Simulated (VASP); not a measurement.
# Ru (P6_3/mmc) in VASP: notebook, part 2 of 2

VASP 6.6.1. The steps go on from the part before.

### Step 3. Relaxation of cell and atoms, PBE, target pressure 3 GPa, at which the enthalpy is minimised

This run uses another cell than the first one, of 13.38 Å³/atom.

INCAR

```
PREC = Accurate
ENCUT = 600
EDIFF = 1E-7
ISMEAR = 0
SIGMA = 0.1
LREAL = False
LASPH = True
NELM = 80
ALGO = Fast
ISIF = 3
LWAVE = False
LCHARG = False
GGA = PE
IBRION = 2
NSW = 70
EDIFFG = -0.008
PSTRESS = 30.0
```

KPOINTS

```
Automatic mesh
0
Gamma
  18 18 10
```

POSCAR

```
Ru
1.0
    2.6944092898      0.0000000000      0.0000000000
   -1.3472046449      2.3334268932      0.0000000000
    0.0000000000      0.0000000000      4.2563503475
Ru
2
Direct
    0.3333333333      0.6666666667      0.2500000000
    0.6666666667      0.3333333333      0.7500000000
```

Potentials or basis: VASP PAW PBE potentials, release 64 (Ru_pv).

Started as:

```
> cat potpaw_PBE.64/Ru_pv/POTCAR > POTCAR
> mpirun -np 1 vasp_std > vasp.out
```

OUTCAR:

```text
PREC = Accurate
   ENCUT = 600
   EDIFF = 1E-7
   ISMEAR = 0
   LREAL = False
   LASPH = True
   NELM = 80
   ISIF = 3
   GGA = PE
   IBRION = 2
   NSW = 70
   EDIFFG = -0.008
   PSTRESS = 30.0

 ion  position               nearest neighbor table
   1  0.333  0.667  0.250-   2 2.64   2 2.64   2 2.64   2 2.64   2 2.64   2 2.64
   2  0.667  0.333  0.750-   1 2.64   1 2.64   1 2.64   1 2.64   1 2.64   1 2.64

  LATTYP: Found a hexagonal cell.
 ALAT       =     2.6944092898
 C/A-ratio  =     1.5796970281

  Lattice vectors:

 A1 = (   2.6944092898,   0.0000000000,   0.0000000000)
 A2 = (  -1.3472046449,   2.3334268932,   0.0000000000)
 A3 = (   0.0000000000,   0.0000000000,   4.2563503475)

Analysis of symmetry for initial positions (statically):
=====================================================================
 Subroutine PRICEL returns:
 Original cell was already a primitive cell.

 Routine SETGRP: Setting up the symmetry group for a
 hexagonal supercell.

 Subroutine GETGRP returns: Found 24 space group operations
 (whereof 12 operations were pure point group operations)
 out of a pool of 24 trial point group operations.

The static configuration has the point symmetry D_3d.
 The point group associated with its full space group is D_6h.

Analysis of symmetry for dynamics (positions and initial velocities):
=====================================================================
 Subroutine PRICEL returns:
 Original cell was already a primitive cell.

 Routine SETGRP: Setting up the symmetry group for a
 hexagonal supercell.

 Subroutine GETGRP returns: Found 24 space group operations
 (whereof 12 operations were pure point group operations)
 out of a pool of 24 trial point group operations.

The dynamic configuration has the point symmetry D_3d.
 The point group associated with its full space group is D_6h.

 Subroutine INISYM returns: Found 24 space group operations
 (whereof 12 operations are pure point group operations),
 and found     1 'primitive' translations

----------------------------------------------------------------------------------------

                                     Primitive cell

  volume of cell :      26.7606

  direct lattice vectors                    reciprocal lattice vectors
     2.694409290  0.000000000  0.000000000     0.371138863  0.214277122  0.000000000
    -1.347204645  2.333426893  0.000000000     0.000000000  0.428554245  0.000000000
     0.000000000  0.000000000  4.256350347     0.000000000  0.000000000  0.234943066

  length of vectors
     2.694409290  2.694409290  4.256350347     0.428554245  0.428554245  0.234943066

  position of ions in fractional coordinates (direct lattice)
     0.333333333  0.666666667  0.250000000
     0.666666667  0.333333333  0.750000000

  ion indices of the primitive-cell ions
   primitive index   ion index
                 1           1
                 2           2

----------------------------------------------------------------------------------------

 KPOINTS: Automatic mesh

Automatic generation of k-mesh.
 Grid dimensions read from file:
 generate k-points for:   18   18   10

 Generating k-lattice:

  Cartesian coordinates                     Fractional coordinates (reciprocal lattice)
     0.020618826  0.011904285  0.000000000     0.055555556  0.000000000  0.000000000
     0.000000000  0.023808569  0.000000000     0.000000000  0.055555556  0.000000000
     0.000000000  0.000000000  0.023494307     0.000000000  0.000000000  0.100000000

  Length of vectors
     0.023808569  0.023808569  0.023494307

  Shift w.r.t. Gamma in fractional coordinates (k-lattice)
     0.000000000  0.000000000  0.000000000

 Subroutine IBZKPT returns following result:
 ===========================================

 Found    222 irreducible k-points:

 Following reciprocal coordinates:
            Coordinates               Weight
  0.000000  0.000000  0.000000      1.000000
  0.055556  0.000000  0.000000      6.000000
  0.111111  0.000000  0.000000      6.000000
  0.166667  0.000000  0.000000      6.000000
  0.222222  0.000000  0.000000      6.000000
  0.277778  0.000000  0.000000      6.000000
[... 16 lines left out ...]
  0.333333  0.111111  0.000000     12.000000
  0.388889  0.111111  0.000000     12.000000
 [... further k-points ...]
   k-points           NKPTS =    222   k-points in BZ     NKDIM =    222   number of bands    NBANDS=     18
   number of dos      NEDOS =    301   number of ions     NIONS =      2
   total plane-waves  NPLWV =  20736
   dimension x,y,z NGX =    24 NGY =   24 NGZ =   36
   dimension x,y,z NGXF=    48 NGYF=   48 NGZF=   72
   ions per type =               2
   NGX,Y,Z   is equivalent  to a cutoff of  14.81, 14.81, 14.06 a.u.
   NGXF,Y,Z  is equivalent  to a cutoff of  29.62, 29.62, 28.12 a.u.
 SYSTEM =  unknown system
   PREC   = accura    normal or accurate (medium, high low for compatibility)
   ISTART =      0    job   : 0-new  1-cont  2-samecut
   ICHARG =      2    charge: 1-file 2-atom 10-const
   ISPIN  =      1    spin polarized calculation?
   LNONCOLLINEAR =      F non collinear calculations
   LSORBIT =      F    spin-orbit coupling
   LASPH  =      T    aspherical Exc in radial PAW
   ENCUT  =  600.0 eV  44.10 Ry    6.64 a.u.   5.38  5.38  8.50*2*pi/ulx,y,z
   NELM   =     80;   NELMIN=  2; NELMDL= -5     # of ELM steps
   EDIFF  = 0.1E-06   stopping-criterion for ELM
   LREAL  =      F    real-space projection
   EDIFFG = -.8E-02   stopping-criterion for IOM
   NSW    =     70    number of steps for IOM
   IBRION =      2    ionic relax: 0-MD 1-quasi-New 2-CG
   NFREE  =      1    steps in history (QN), initial steepest desc. (CG)
   ISIF   =      3    stress and relaxation
   ISYM   =      2    0-nonsym 1-usesym 2-fastsym
   POTIM  = 0.5000    time-step for ionic-motion
   TEBEG  =    0.0;   TEEND  =   0.0 temperature during run
   PSTRESS=   30.0 pullay stress
   NELECT =      28.0000    total number of electrons
   NUPDOWN=      -1.0000    fix difference up-down
   EMIN   =  10.00;   EMAX   =-10.00  energy-range for DOS
   EFERMI =   0.00;   METHOD = LEGACY
   ISMEAR =     0;   SIGMA  =   0.10  broadening in eV -4-tet -1-fermi 0-gaus
   EFERMI_NEDOS =   21; number of points for ismear=-14 and -15
   IALGO  =     68    algorithm
   IMIX   =      4    mixing-type and parameters
     AMIX     =   0.40;   BMIX     =  1.00
     AMIX_MAG =   1.60;   BMIX_MAG =  1.00
  volume/ion in A,a.u.               =      13.38        90.29
  Fermi-wavevector in a.u.,A,eV,Ry     =   1.661993  3.140711 37.582284  2.762220
  Thomas-Fermi vector in A             =   2.748960
   LORBIT       =      0    0 simple, 1 ext, 2 COOP (PROOUT), +10 PAW based schemes
   GGA     = PE    functional components
   LHFCALC =     F    Hartree Fock is set to
   AEXX    =    0.0000 exact exchange contribution
   IVDW    =     0    specifies the selected vdW correction
   LEPSILON=     F    determine dielectric tensor
   LRPA    =     F    only Hartree local field effects (RPA)
 conjugate gradient relaxation of ions
 non-spin polarized calculation
 RMM-DIIS sequential band-by-band and
 Gauss-broadening in eV      SIGMA  =   0.10
  energy-cutoff  :      600.00
  volume of cell :       26.76
 maximum number of plane-waves:       918
 NGX is ok and might be reduce to    24
   NGX = 11   NGY = 11   NGZ = 17

--------------------------------------- Ionic step        1  -------------------------------------------

 number of electron      27.9999997 magnetization

 Free energy of the ion-electron system (eV)
  ---------------------------------------------------
  ext. energy  EPLUGINS =         0.00000000
  ---------------------------------------------------
  free energy    TOTEN  =       -18.44972987 eV

  energy without entropy =      -18.44078048  energy(sigma->0) =      -18.44525518

------------------------ aborting loop because EDIFF is reached ----------------------------------------

  FORCE on cell =-STRESS in cart. coord.  units (eV):
  Direction    XX          YY          ZZ          XY          YZ          ZX
  --------------------------------------------------------------------------------------
  -------------------------------------------------------------------------------------
  Total        1.5300877      1.5300877      1.6327308      0.0000000      0.0000000     -0.0000000
  in kB       91.6076590     91.6076591     97.7529836      0.0000000      0.0000000     -0.0000000
  external PRESSURE =      63.6561006 kB  Pullay stress =      30.0000000 kB
[... 101 lines left out ...]
--------------------------------------- Ionic step        4  -------------------------------------------

 number of electron      28.0000003 magnetization

 Free energy of the ion-electron system (eV)
  ---------------------------------------------------
  ext. energy  EPLUGINS =         0.00000000
  ---------------------------------------------------
  free energy    TOTEN  =       -18.46880832 eV

  energy without entropy =      -18.45963390  energy(sigma->0) =      -18.46422111

 E-fermi :  12.7636     XC(G=0): -14.0952

 val. band max:       12.7616654564   @ k =   0.1667   0.1111   0.3000
 cond. band min:      12.7697886897   @ k =   0.4444   0.1111   0.5000
 fundamental gap:      0.0081232333
 Fermi energy:        12.7636347842

 k-point     1 :       0.0000    0.0000    0.0000
  band No.  band energies     occupation
      1     -30.8645      2.00000
      2     -29.9424      2.00000
      3     -29.9424      2.00000
      4     -29.7732      2.00000
      5     -29.7732      2.00000
      6     -29.7328      2.00000
[... 481 lines left out ...]
      5     -30.0203      2.00000
      6     -29.9431      2.00000
[... 10 lines left out ...]
     17      16.5007      0.00000
     18      20.1409      0.00000

 [... further k-points ...]
[... 5 lines left out ...]
  --------------------------------------------------------------------------------------
  -------------------------------------------------------------------------------------
  Total        0.5138403      0.5138403      0.5066094     -0.0000000      0.0000000      0.0000000
  in kB       30.2016827     30.2016827     29.7766745     -0.0000000      0.0000000      0.0000000
  external PRESSURE =       0.0600133 kB  Pullay stress =      30.0000000 kB
[... 21 lines left out ...]
  energy  without entropy=      -18.4596339018  energy(sigma->0) =      -18.46422111

  enthalpy is  TOTEN    =       -17.9583993384 eV   P V=        0.5104089809

 reached required accuracy - stopping structural energy minimisation
```

CONTCAR:

```text
Ru
   1.00000000000000
     2.7104957176577305   -0.0000000000000000   -0.0000000000000000
    -1.3552478588288652    2.3473581483818990    0.0000000000000000
     0.0000000000000000    0.0000000000000000    4.2842968288016063
  Ru
     2
Direct
     0.3333333332999970    0.6666666667000030    0.2500000000000000
     0.6666666667000030    0.3333333332999970    0.7500000000000000

  0.00000000E+00  0.00000000E+00  0.00000000E+00
  0.00000000E+00  0.00000000E+00  0.00000000E+00
```

Run time: 2.2 min. Hardware: 1 thread of Intel Xeon 6975P-C (Granite Rapids), shared host; peak memory 0.24 GiB.

What came out:

| Item | Value |
| --- | --- |
| Free energy | -18.4688 eV |
| Relaxed volume | 13.63 Å³/atom |
| Relaxed cell | a = 2.710 Å, b = 2.710 Å, c = 4.284 Å, α = 90.00°, β = 90.00°, γ = 120.00° |
| Space group after relaxing (to 0.1 Å) | P6_3/mmc (No. 194) |
| Energy change on relaxing (the run minimises the enthalpy) | -9.5 meV/atom |
| Ionic steps | 4 |
| Pressure after relaxing | 3.0 GPa |
| Band gap on the k mesh | zero (bands 14 and 15 overlap by 3.11 eV) |

The path:
```csv
step,energy change (eV),largest force (eV/Å),pressure (GPa),volume (Å³)
1,0.0000,0.0000,9.37,26.76
2,0.0384,0.0000,-13.42,28.87
3,-0.0193,0.0000,2.84,27.27
4,-0.0191,0.0000,3.01,27.26
```

Final structure:
```cif
data_structure
_symmetry_space_group_name_H-M 'P 1'
_symmetry_Int_Tables_number 1
_cell_length_a 2.7105
_cell_length_b 2.7105
_cell_length_c 4.2843
_cell_angle_alpha 90.000
_cell_angle_beta 90.000
_cell_angle_gamma 120.000
_cell_volume 27.26
loop_
_atom_site_label
_atom_site_type_symbol
_atom_site_fract_x
_atom_site_fract_y
_atom_site_fract_z
_atom_site_occupancy
Ru1 Ru 0.33333 0.66667 0.25000 1
Ru2 Ru 0.66667 0.33333 0.75000 1
```

Caveat: the cell is relaxed towards a set pressure, so the run minimises the enthalpy, not the energy.

### Step 4. Relaxation of cell and atoms, PBE, target pressure 8 GPa, at which the enthalpy is minimised

This run uses another cell than the first one, of 13.43 Å³/atom.

INCAR

```
PREC = Accurate ; ENCUT = 600
EDIFF = 1E-7 ; ISMEAR = 0
SIGMA = 0.1 ; LREAL = F
LASPH = T ; NELM = 80
ALGO = Fast ; ISIF = 3
LWAVE = F ; LCHARG = F
GGA = PE ; IBRION = 2
NSW = 70 ; EDIFFG = -0.008
PSTRESS = 80.0
```

KPOINTS

```
regular mesh
0
Gamma
  18 18 10
```

POSCAR

```
Ru
1.0
    2.6973838007      0.0000000000      0.0000000000
   -1.3486919004      2.3360028952      0.0000000000
    0.0000000000      0.0000000000      4.2628035697
Ru
2
Direct
    0.3333333333      0.6666666667      0.2500000000
    0.6666666667      0.3333333333      0.7500000000
```

Potentials or basis: VASP PAW PBE potentials, release 64 (Ru_pv).

Started as:

```
> cat potpaw_PBE.64/Ru_pv/POTCAR > POTCAR
> mpirun -np 1 vasp_std > vasp.out
```

OUTCAR:

```text
PREC = Accurate
   ENCUT = 600
   EDIFF = 1E-7
   ISMEAR = 0
   LREAL = F
   LASPH = T
   NELM = 80
   ISIF = 3
   GGA = PE
   IBRION = 2
   NSW = 70
   EDIFFG = -0.008
   PSTRESS = 80.0

 ion  position               nearest neighbor table
   1  0.333  0.667  0.250-   2 2.64   2 2.64   2 2.64   2 2.64   2 2.64   2 2.64
   2  0.667  0.333  0.750-   1 2.64   1 2.64   1 2.64   1 2.64   1 2.64   1 2.64

  LATTYP: Found a hexagonal cell.
 ALAT       =     2.6973838007
 C/A-ratio  =     1.5803474346

  Lattice vectors:

 A1 = (   2.6973838007,   0.0000000000,   0.0000000000)
 A2 = (  -1.3486919004,   2.3360028952,   0.0000000000)
 A3 = (   0.0000000000,   0.0000000000,   4.2628035697)

Analysis of symmetry for initial positions (statically):
=====================================================================
 Subroutine PRICEL returns:
 Original cell was already a primitive cell.

[... 170 lines left out ...]
  ext. energy  EPLUGINS =         0.00000000
  ---------------------------------------------------
  free energy    TOTEN  =       -18.45527453 eV

  energy without entropy =      -18.44628549  energy(sigma->0) =      -18.45078001

------------------------ aborting loop because EDIFF is reached ----------------------------------------

  FORCE on cell =-STRESS in cart. coord.  units (eV):
  Direction    XX          YY          ZZ          XY          YZ          ZX
  --------------------------------------------------------------------------------------
  -------------------------------------------------------------------------------------
  Total        1.3276587      1.3276587      1.3850355     -0.0000000     -0.0000000      0.0000000
  in kB       79.1927773     79.1927773     82.6152180     -0.0000000     -0.0000000      0.0000000
  external PRESSURE =       0.3335908 kB  Pullay stress =      80.0000000 kB
[... 63 lines left out ...]
--------------------------------------- Ionic step        3  -------------------------------------------

 number of electron      27.9999999 magnetization

 Free energy of the ion-electron system (eV)
  ---------------------------------------------------
  ext. energy  EPLUGINS =         0.00000000
  ---------------------------------------------------
  free energy    TOTEN  =       -18.45555389 eV

  energy without entropy =      -18.44657684  energy(sigma->0) =      -18.45106537

 E-fermi :  13.0298     XC(G=0): -14.1856

 val. band max:       13.0284122394   @ k =   0.1667   0.1111   0.3000
 cond. band min:      13.0407356109   @ k =   0.0000   0.0000   0.2000
 fundamental gap:      0.0123233715
 Fermi energy:        13.0298200837

 k-point     1 :       0.0000    0.0000    0.0000
  band No.  band energies     occupation
      1     -30.6539      2.00000
      2     -29.6867      2.00000
      3     -29.6867      2.00000
      4     -29.5102      2.00000
      5     -29.5102      2.00000
      6     -29.4682      2.00000
[... 481 lines left out ...]
      5     -29.7688      2.00000
      6     -29.6887      2.00000
[... 10 lines left out ...]
     17      16.8463      0.00000
     18      20.5333      0.00000

 [... further k-points ...]
[... 5 lines left out ...]
  --------------------------------------------------------------------------------------
  -------------------------------------------------------------------------------------
  Total        1.3315800      1.3315800      1.3348116     -0.0000000     -0.0000000      0.0000000
  in kB       79.4109412     79.4109412     79.6036663     -0.0000000     -0.0000000      0.0000000
  external PRESSURE =      -0.5248171 kB  Pullay stress =      80.0000000 kB
[... 21 lines left out ...]
  energy  without entropy=      -18.4465768445  energy(sigma->0) =      -18.45106537

  enthalpy is  TOTEN    =       -17.1140964536 eV   P V=        1.3414574382

 reached required accuracy - stopping structural energy minimisation
```

OSZICAR:

```text
N       E                     dE             d eps       ncg     rms          rms(c)
DAV:   1     0.309417251612E+03    0.30942E+03   -0.19557E+04  7992   0.193E+03
DAV:   2    -0.123215822662E+02   -0.32174E+03   -0.31575E+03  8414   0.525E+02
[... 21 lines left out ...]
       N       E                     dE             d eps       ncg     rms          rms(c)
DAV:   1    -0.184556761909E+02    0.13993E-03   -0.45977E-03  8166   0.612E-01    0.721E-02
RMM:   2    -0.184555708179E+02    0.10537E-03   -0.11622E-04  7992   0.105E-01    0.269E-02
RMM:   3    -0.184555528593E+02    0.17959E-04   -0.38729E-05  7992   0.496E-02    0.523E-03
RMM:   4    -0.184555536190E+02   -0.75979E-06   -0.49974E-06  8428   0.183E-02    0.255E-03
RMM:   5    -0.184555538348E+02   -0.21572E-06   -0.15324E-06  7985   0.784E-03    0.252E-03
RMM:   6    -0.184555538919E+02   -0.57078E-07   -0.11944E-07  4617   0.337E-03
   3 F= -.17114096E+02 E0= -.17109608E+02  d E =-.135922E-04
```

CONTCAR:

```text
Ru
   1.00000000000000
     2.6969523593416227   -0.0000000000009059    0.0000000000000000
    -1.3484761797215881    2.3356292560250158   -0.0000000000000000
    -0.0000000000000000   -0.0000000000000000    4.2650125348107464
  Ru
     2
Direct
     0.3333333332999970    0.6666666667000030    0.2500000000000000
     0.6666666667000030    0.3333333332999970    0.7500000000000000

  0.00000000E+00  0.00000000E+00  0.00000000E+00
  0.00000000E+00  0.00000000E+00  0.00000000E+00
```

It took 76 s on 1 thread of Intel Xeon 6975P-C (Granite Rapids), shared host; peak memory 0.24 GiB.

Results:

```yaml
Free_energy: -18.4556 eV
Relaxed_volume: 13.43 Å³/atom
Relaxed_cell: a = 2.697 Å, b = 2.697 Å, c = 4.265 Å, α = 90.00°, β = 90.00°, γ = 120.00°
Space_group_after_relaxing_to_0.1_Å: P6_3/mmc (No. 194)
Energy_change_on_relaxing_the_run_minimises_the_enthalpy: -0.1 meV/atom
Ionic_steps: 3
Pressure_after_relaxing: 7.9 GPa
Band_gap_on_the_k_mesh: zero (bands 14 and 15 overlap by 3.18 eV)
```

The path:
```
step  energy change (eV)  largest force (eV/Å)  pressure (GPa)  volume (Å³)
   1              0.0000                0.0000            8.03        26.86
   2             -0.0005                0.0000            7.89        26.87
   3             -0.0003                0.0000            7.95        26.87
```

Final structure:
```
Ru
1.0
     2.69695    0.00000    0.00000
    -1.34848    2.33563    0.00000
     0.00000    0.00000    4.26501
Ru
2
Direct
  0.33333 0.66667 0.25000
  0.66667 0.33333 0.75000
```

Levels at points of the mesh, in eV from the Fermi level:
```tsv
k point	band 11	band 12	band 13	band 14	band 15	band 16	band 17	band 18
(0.00, 0.00, 0.00)	-2.44	-1.94	-1.94	-1.41	-1.41	1.21	1.21	1.32
(0.50, 0.00, 0.00)	-2.09	-1.80	-1.53	1.46	1.88	1.96	4.13	6.21
(0.00, 0.00, 0.50)	-2.80	-2.80	-2.73	-2.73	0.56	0.56	0.56	0.56
(0.50, 0.00, 0.50)	-1.07	-1.07	0.46	0.46	1.72	1.72	3.44	3.44
```

Caveat: the cell is relaxed towards a set pressure, so the run minimises the enthalpy, not the energy.

### Step 5. The runs side by side

```csv
cell,gap on the mesh (eV),pressure (GPa)
"relaxed to 15 GPa from a = 2.679, b = 2.679, c = 4.237 Å, angles 90.0, 90.0, 120.0°, 2 atoms",none,15.1
"relaxed to 3 GPa from a = 2.694, b = 2.694, c = 4.256 Å, angles 90.0, 90.0, 120.0°, 2 atoms",none,3.0
"relaxed to 8 GPa from a = 2.697, b = 2.697, c = 4.263 Å, angles 90.0, 90.0, 120.0°, 2 atoms",none,7.9
```

Alike in all rows: task relaxation of cell and atoms; level PBE; potentials or basis VASP PAW PBE potentials, release 64 (Ru_pv); no spin polarisation; k mesh 18 × 18 × 10; cutoff (eV) 600; smearing gaussian 0.1 eV.

Caveats: the cell is relaxed towards a set pressure, so the run minimises the enthalpy, not the energy.

Absolute energies hang on the potentials; compare differences alone.
